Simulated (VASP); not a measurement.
MgH16Cl2O8, 27 atoms in the cell. The cell holds an amorphous packing of atoms, 27 atoms: a = 6.739 Å, b = 6.739 Å, c = 6.739 Å, α = 90.00°, β = 90.00°, γ = 90.00°. 

```yaml
Program: VASP 6.6.1
Task: single point
Functional: PBE
Dispersion: D3(BJ)
Potentials_or_basis: VASP PAW PBE potentials, release 64 (O, H, Mg, Cl)
Cutoff: 520 eV
k_mesh: 1 × 1 × 1
Occupations: fermi-dirac, width 0.05 eV
Spin: no spin polarisation
Dipole_correction: no
Further_INCAR_settings: ALGO = Normal; EDIFF = 1e-06; NBANDS = 59
```

Potentials or basis: VASP PAW PBE potentials, release 64 (O, H, Mg, Cl).

Command:

```bash
$ cat potpaw_PBE.64/O/POTCAR potpaw_PBE.64/H/POTCAR potpaw_PBE.64/Mg/POTCAR potpaw_PBE.64/Cl/POTCAR > POTCAR
$ mpirun -np 1 vasp_gam > vasp.out
```

Hardware: 1 thread of Intel(R) Xeon(R) 6975P-C (Granite Rapids) (shared host).

**Question.** Estimate the wall time of this run.

**Answer.** Run time: 21 s on 1 thread of Intel(R) Xeon(R) 6975P-C (Granite Rapids), with other jobs on the host, peak memory 0.33 GiB. Counts: scf iterations 17, k points 1.
